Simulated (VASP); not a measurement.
Crystal: BaTiO3.

```
Ba Ti O
1.0
     2.78915    1.61032    2.28706
    -2.78915    1.61032    2.28706
     0.00000   -3.22064    2.28706
Ba Ti O
1 1 3
Cartesian
  0.0000 0.0000 0.0000
  0.0000 0.0000 3.3242
  0.0000 1.5817 2.3664
  -1.3698 -0.7908 2.3664
  1.3698 -0.7908 2.3664
```

Base run:

* Program: VASP 6.6.1
* Functional: PBEsol
* Potentials or basis: VASP PAW PBE potentials, release 64 (Ba_sv, Ti_sv, O)
* Cutoff: 520 eV
* k mesh: 6 × 6 × 6
* Occupations: gaussian, width 0.01 eV
* Spin: no spin polarisation

Its results: band gap on the k mesh 2.43 eV, indirect (least direct gap 2.80 eV); pressure 8.5 GPa; largest force 0.592 eV/Å.

Task: The run is repeated on the same cell with these changes: potentials or basis from VASP PAW PBE potentials, release 64 (Ba_sv, Ti_sv, O) to VASP PAW PBE potentials, release 64 (Ba_sv, Ti_sv, O_h); cutoff from 520 eV to 910 eV. What comes out?

Result: Band gap on the k mesh 2.44 eV, indirect (least direct gap 2.80 eV); pressure 8.0 GPa; largest force 0.550 eV/Å.

Caveats: the PAW data sets were made with another functional, which shifts forces and pressure a little; spin-orbit coupling is left out, which moves the levels of the heavy elements; the cutoff is under 1.25 times the usual one of these potentials, so pressure, stress and relaxed cells hold a basis-set (Pulay) error (some runs).

A k mesh can miss the band edges.
